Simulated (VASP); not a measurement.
# FeO (Wuestite) (Fm-3m) in VASP: notebook

Aim: see how the results for FeO (Wuestite) move with the level of theory and the settings. Levels: revPBE, BLYP. Tasks: single point.

Program: VASP 6.6.1. These are calculated values, not measurements. Logs are shortened: lines on timing, memory, paths and dates and some standing lists are left out, and cuts for length are marked.

**Measured values to compare with.**

From “W\"ustite: Electric, thermodynamic and optical properties of FeO”, 2012, arxiv:1203.1201, for a bulk crystal of FeO: band gap 2.4 eV (optical).

The runs below are set against these values where they give the same quantity.

## (1) The cell of the first run

The structure is cubic, space group Fm-3m (No. 225). The conventional cell has a = 4.341 Å, b = 4.341 Å, c = 4.341 Å, α = 90.00°, β = 90.00°, γ = 90.00°. Within 2.9 Å of Fe (site symmetry m-3m) lie 6 O at 2.17 Å. O (site symmetry m-3m) has 6 Fe at 2.17 Å within 2.9 Å.

## (2) Single point, revPBE, collinear spin, ferromagnetic start

Contents of INCAR:

```
PREC = Accurate ; ENCUT = 520
EDIFF = 1E-7 ; ISMEAR = -1
SIGMA = 0.05 ; LREAL = False
LASPH = True ; NELM = 150
ALGO = Normal ; ISIF = 2
LWAVE = False ; LCHARG = True
ISPIN = 2 ; MAGMOM = 3 0
LORBIT = 11 ; LMAXMIX = 4
GGA = RE ; LELF = True
LVHAR = True ; NBANDS = 18
```

Contents of KPOINTS:

```
Automatic mesh
0
Gamma
  8 8 8
```

Contents of POSCAR:

```
FeO
1.0
    0.0000000000      2.1705184834      2.1705184834
    2.1705184834      0.0000000000      2.1705184834
    2.1705184834      2.1705184834      0.0000000000
Fe O
1 1
Direct
    0.0000000000      0.0000000000      0.0000000000
    0.5000000000      0.5000000000      0.5000000000
```

Potentials or basis: VASP PAW PBE potentials, release 64 (Fe, O).

Run with:

```sh
$ cat potpaw_PBE.64/Fe/POTCAR potpaw_PBE.64/O/POTCAR > POTCAR
$ mpirun -np 1 vasp_std > vasp.out
```

OUTCAR:

```text
PREC = Accurate
   ENCUT = 520
   EDIFF = 1E-7
   ISMEAR = -1
   LREAL = False
   LASPH = True
   NELM = 150
   ISIF = 2
   ISPIN = 2
   LORBIT = 11
   GGA = RE

 ion  position               nearest neighbor table
   1  0.000  0.000  0.000-   2 2.17   2 2.17   2 2.17   2 2.17   2 2.17   2 2.17
   2  0.500  0.500  0.500-   1 2.17   1 2.17   1 2.17   1 2.17   1 2.17   1 2.17

  LATTYP: Found a face centered cubic cell.
 ALAT       =     4.3410369668

  Lattice vectors:

 A1 = (   0.0000000000,   2.1705184834,   2.1705184834)
 A2 = (   2.1705184834,   0.0000000000,   2.1705184834)
 A3 = (   2.1705184834,   2.1705184834,   0.0000000000)

Analysis of symmetry for initial positions (statically):
=====================================================================
 Subroutine PRICEL returns:
 Original cell was already a primitive cell.

 Routine SETGRP: Setting up the symmetry group for a
 face centered cubic supercell.

 Subroutine GETGRP returns: Found 48 space group operations
 (whereof 48 operations were pure point group operations)
 out of a pool of 48 trial point group operations.

The static configuration has the point symmetry O_h .

Analysis of symmetry for dynamics (positions and initial velocities):
=====================================================================
 Subroutine PRICEL returns:
 Original cell was already a primitive cell.

 Routine SETGRP: Setting up the symmetry group for a
 face centered cubic supercell.

 Subroutine GETGRP returns: Found 48 space group operations
 (whereof 48 operations were pure point group operations)
 out of a pool of 48 trial point group operations.

The dynamic configuration has the point symmetry O_h .

Analysis of structural, dynamic, and magnetic symmetry:
=====================================================================
 Subroutine PRICEL returns:
 Original cell was already a primitive cell.

 Routine SETGRP: Setting up the symmetry group for a
 face centered cubic supercell.

 Subroutine GETGRP returns: Found 48 space group operations
 (whereof 48 operations were pure point group operations)
 out of a pool of 48 trial point group operations.

The overall configuration has the point symmetry O_h .

 Subroutine INISYM returns: Found 48 space group operations
 (whereof 48 operations are pure point group operations),
 and found     1 'primitive' translations

----------------------------------------------------------------------------------------

                                     Primitive cell

  volume of cell :      20.4513

  direct lattice vectors                    reciprocal lattice vectors
     0.000000000  2.170518483  2.170518483    -0.230359706  0.230359706  0.230359706
     2.170518483  0.000000000  2.170518483     0.230359706 -0.230359706  0.230359706
     2.170518483  2.170518483  0.000000000     0.230359706  0.230359706 -0.230359706

  length of vectors
     3.069576677  3.069576677  3.069576677     0.398994715  0.398994715  0.398994715

  position of ions in fractional coordinates (direct lattice)
     0.000000000  0.000000000  0.000000000
     0.500000000  0.500000000  0.500000000

  ion indices of the primitive-cell ions
   primitive index   ion index
                 1           1
                 2           2

----------------------------------------------------------------------------------------

 KPOINTS: Automatic mesh

Automatic generation of k-mesh.
 Grid dimensions read from file:
 generate k-points for:    8    8    8

 Generating k-lattice:

  Cartesian coordinates                     Fractional coordinates (reciprocal lattice)
    -0.028794963  0.028794963  0.028794963     0.125000000  0.000000000  0.000000000
     0.028794963 -0.028794963  0.028794963     0.000000000  0.125000000  0.000000000
     0.028794963  0.028794963 -0.028794963     0.000000000  0.000000000  0.125000000

  Length of vectors
     0.049874339  0.049874339  0.049874339

  Shift w.r.t. Gamma in fractional coordinates (k-lattice)
     0.000000000  0.000000000  0.000000000

 Subroutine IBZKPT returns following result:
 ===========================================

 Found     29 irreducible k-points:

 Following reciprocal coordinates:
            Coordinates               Weight
  0.000000  0.000000  0.000000      1.000000
  0.125000  0.000000  0.000000      8.000000
  0.250000  0.000000  0.000000      8.000000
  0.375000  0.000000  0.000000      8.000000
  0.500000  0.000000  0.000000      4.000000
  0.125000  0.125000  0.000000      6.000000
[... 16 lines left out ...]
  0.500000  0.250000  0.125000     48.000000
 -0.375000  0.250000  0.125000     24.000000
 [... further k-points ...]
   k-points           NKPTS =     29   k-points in BZ     NKDIM =     29   number of bands    NBANDS=     18
   number of dos      NEDOS =    301   number of ions     NIONS =      2
   total plane-waves  NPLWV =  13824
   dimension x,y,z NGX =    24 NGY =   24 NGZ =   24
   dimension x,y,z NGXF=    48 NGYF=   48 NGZF=   48
   ions per type =               1   1
   NGX,Y,Z   is equivalent  to a cutoff of  13.00, 13.00, 13.00 a.u.
   NGXF,Y,Z  is equivalent  to a cutoff of  26.00, 26.00, 26.00 a.u.
 SYSTEM =  unknown system
   PREC   = accura    normal or accurate (medium, high low for compatibility)
   ISTART =      0    job   : 0-new  1-cont  2-samecut
   ICHARG =      2    charge: 1-file 2-atom 10-const
   ISPIN  =      2    spin polarized calculation?
   LNONCOLLINEAR =      F non collinear calculations
   LSORBIT =      F    spin-orbit coupling
   LASPH  =      T    aspherical Exc in radial PAW
   ENCUT  =  520.0 eV  38.22 Ry    6.18 a.u.   5.71  5.71  5.71*2*pi/ulx,y,z
   NELM   =    150;   NELMIN=  2; NELMDL= -5     # of ELM steps
   EDIFF  = 0.1E-06   stopping-criterion for ELM
   LREAL  =      F    real-space projection
   EDIFFG = 0.1E-05   stopping-criterion for IOM
   NSW    =      0    number of steps for IOM
   IBRION =     -1    ionic relax: 0-MD 1-quasi-New 2-CG
   NFREE  =      0    steps in history (QN), initial steepest desc. (CG)
   ISIF   =      2    stress and relaxation
   ISYM   =      2    0-nonsym 1-usesym 2-fastsym
   POTIM  = 0.5000    time-step for ionic-motion
   TEBEG  =    0.0;   TEEND  =   0.0 temperature during run
   PSTRESS=    0.0 pullay stress
   NELECT =      14.0000    total number of electrons
   NUPDOWN=      -1.0000    fix difference up-down
   EMIN   =  10.00;   EMAX   =-10.00  energy-range for DOS
   EFERMI =   0.00;   METHOD = LEGACY
   ISMEAR =    -1;   SIGMA  =   0.05  broadening in eV -4-tet -1-fermi 0-gaus
   EFERMI_NEDOS =   21; number of points for ismear=-14 and -15
   IALGO  =     38    algorithm
   IMIX   =      4    mixing-type and parameters
     AMIX     =   0.40;   BMIX     =  1.00
     AMIX_MAG =   1.60;   BMIX_MAG =  1.00
  volume/ion in A,a.u.               =      10.23        69.01
  Fermi-wavevector in a.u.,A,eV,Ry     =   1.442815  2.726525 28.323459  2.081716
  Thomas-Fermi vector in A             =   2.561293
   LORBIT       =     11    0 simple, 1 ext, 2 COOP (PROOUT), +10 PAW based schemes
   GGA     = RE    functional components
   LHFCALC =     F    Hartree Fock is set to
   AEXX    =    0.0000 exact exchange contribution
   IVDW    =     0    specifies the selected vdW correction
   LEPSILON=     F    determine dielectric tensor
   LRPA    =     F    only Hartree local field effects (RPA)
 spin polarized calculation
  energy-cutoff  :      520.00
  volume of cell :       20.45
 maximum number of plane-waves:       568
   NGX = 11   NGY = 11   NGZ = 11

 number of electron      14.0000001 magnetization       4.0025726

 Free energy of the ion-electron system (eV)
  ---------------------------------------------------
  ext. energy  EPLUGINS =         0.00000000
  ---------------------------------------------------
  free energy    TOTEN  =       -14.25028783 eV

  energy without entropy =      -14.23634863  energy(sigma->0) =      -14.24331823

 E-fermi :   6.1237     XC(G=0): -11.9310

 val. band max:        6.1082021416   @ k =  -0.3750   0.2500   0.0000
 cond. band min:       6.1249621458   @ k =  -0.2500   0.3750   0.1250
 fundamental gap:      0.0167600043
 Fermi energy:         6.1236745591

 spin component 1

 k-point     1 :       0.0000    0.0000    0.0000
  band No.  band energies     occupation
      1     -14.5209      1.00000
      2       2.2087      1.00000
      3       2.2087      1.00000
      4       2.2087      1.00000
      5       2.3688      1.00000
      6       2.3688      1.00000
[... 10 lines left out ...]
     17      26.4270      0.00000
     18      29.6082      0.00000
[... 463 lines left out ...]
 k-point    24 :      -0.3750    0.2500    0.1250
  band No.  band energies     occupation
      1     -13.3788      1.00000
      2      -1.7643      1.00000
      3      -0.4742      1.00000
      4      -0.2430      1.00000
      5       2.7996      1.00000
      6       2.9717      1.00000
[... 10 lines left out ...]
     17      32.4199      0.00000
     18      33.6286      0.00000

 [... further k-points ...]

 spin component 2

 k-point     1 :       0.0000    0.0000    0.0000
  band No.  band energies     occupation
      1     -13.9989      1.00000
      2       2.9194      1.00000
      3       2.9194      1.00000
      4       2.9194      1.00000
      5       5.4140      1.00000
      6       5.4143      1.00000
[... 10 lines left out ...]
     17      28.0661      0.00000
     18      30.6497      0.00000
[... 463 lines left out ...]
 k-point    24 :      -0.3750    0.2500    0.1250
  band No.  band energies     occupation
      1     -12.8230      1.00000
      2      -1.0321      1.00000
      3       0.6034      1.00000
      4       1.1243      1.00000
      5       6.1863      0.22225
      6       6.3200      0.01934
[... 10 lines left out ...]
     17      32.8290      0.00000
     18      34.4182      0.00000

 [... further k-points ...]
[... 5 lines left out ...]
  --------------------------------------------------------------------------------------
  -------------------------------------------------------------------------------------
  Total        0.0243165      0.0243165      0.0243165     -0.0000000      0.0000000     -0.0000000
  in kB        1.9049840      1.9049840      1.9049840     -0.0000000      0.0000000     -0.0000000
  external PRESSURE =       1.9049840 kB  Pullay stress =       0.0000000 kB

 VOLUME and BASIS-vectors are now :
 -----------------------------------------------------------------------------
  energy-cutoff  :      520.00
  volume of cell :       20.45
      direct lattice vectors                 reciprocal lattice vectors
     0.000000000  2.170518483  2.170518483    -0.230359706  0.230359706  0.230359706
     2.170518483  0.000000000  2.170518483     0.230359706 -0.230359706  0.230359706
     2.170518483  2.170518483  0.000000000     0.230359706  0.230359706 -0.230359706

 POSITION                                       TOTAL-FORCE (eV/Angst)
 -----------------------------------------------------------------------------------
      0.00000      0.00000      0.00000         0.000000      0.000000      0.000000
      2.17052      2.17052      2.17052        -0.000000     -0.000000     -0.000000
 -----------------------------------------------------------------------------------
    total drift:                                0.000000     -0.000000      0.000000

  FREE ENERGIE OF THE ION-ELECTRON SYSTEM (eV)
  ---------------------------------------------------
  free  energy   TOTEN  =       -14.2502878296 eV

  energy  without entropy=      -14.2363486315  energy(sigma->0) =      -14.24331823

 total charge

# of ion       s       p       d       tot
------------------------------------------
    1        0.280   0.343   6.066   6.688
    2        1.560   3.434   0.000   4.994
--------------------------------------------------
tot          1.840   3.776   6.066  11.682

 magnetization (x)

# of ion       s       p       d       tot
------------------------------------------
    1        0.027   0.020   3.582   3.629
    2        0.029   0.266   0.000   0.296
--------------------------------------------------
tot          0.056   0.286   3.582   3.925
```

Run time: 32 s. Hardware: 1 thread of Intel Xeon 8259CL, shared host; peak memory 0.16 GiB.

What came out:

```yaml
Free_energy: -14.2503 eV
Pressure: 0.2 GPa
Band_gap_on_the_k_mesh: zero (filled and empty bands overlap)
Net_moment: 4.00 μB per cell
Site_moments: Fe +3.63; O +0.30 μB
Valence_electrons_inside_the_program's_atomic_spheres: Fe 6.69; O 4.99
```

Caveat: the PAW data sets were made with another functional, which shifts forces and pressure a little; a cell with one magnetic atom can't hold antiferromagnetic order, which such compounds often take; semilocal functionals often make such compounds metallic where correlation or magnetic order opens a gap, which also shifts bond lengths.

(Part 1 of 2 ends here.)
